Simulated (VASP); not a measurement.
Input of a VASP 6.6.1 run:

The input INCAR:

```
PREC = Accurate
ENCUT = 520
EDIFF = 1E-6
ISMEAR = -1
SIGMA = 0.05
LREAL = False
LASPH = True
NELM = 80
ALGO = Normal
ISIF = 2
LWAVE = False
LCHARG = False
GGA = PE
NBANDS = 50
```

The input KPOINTS:

```
regular mesh
0
Gamma
  5 5 5
```

File POSCAR:

```
HfSiO4
1.0
   -3.2862500000      3.2862500000      2.9517840000
    3.2862500000     -3.2862500000      2.9517840000
    3.2862500000      3.2862500000     -2.9517840000
Hf Si O
2 2 8
Direct
    0.0000000000      0.0000000000      0.0000000000
    0.7500000000      0.2500000000      0.5000000000
    0.5000000000      0.5000000000      0.0000000000
    0.2500000000      0.7500000000      0.5000000000
    0.6808611658      0.4953602734      0.8144991076
    0.2453602734      0.9308611658      0.3144991076
    0.6808611658      0.8663620581      0.1855008924
    0.6163620581      0.9308611658      0.6855008924
    0.0691388342      0.3836379419      0.3144991076
    0.5046397266      0.3191388342      0.1855008924
    0.0691388342      0.7546397266      0.6855008924
    0.1336379419      0.3191388342      0.8144991076
```

Potentials or basis: VASP PAW PBE potentials, release 64 (Hf_pv, Si, O).

The run is started by

```sh
$ cat potpaw_PBE.64/Hf_pv/POTCAR potpaw_PBE.64/Si/POTCAR potpaw_PBE.64/O/POTCAR > POTCAR
$ mpirun -np 1 vasp_std > vasp.out
```

**Question.** Estimate the band gap on the k mesh.

**Answer.** 5.47 eV, indirect (least direct gap 5.84 eV).

**Question.** What does it give for the largest force?

**Answer.** 0.198 eV/Å.

Forces on the atoms (eV/Å):
```
Hf   0.000  0.000  0.000
Hf   0.000  0.000  0.000
Si   0.000  0.000  0.000
Si   0.000  0.000  0.000
O   -0.138  0.000  0.142
O    0.000 -0.138  0.142
O    0.138  0.000  0.142
O    0.000  0.138  0.142
O   -0.138  0.000 -0.142
O    0.000  0.138 -0.142
O    0.138  0.000 -0.142
O    0.000 -0.138 -0.142
```

Caveat: spin-orbit coupling is left out, which moves the levels of the heavy elements. A k mesh can miss the band edges.
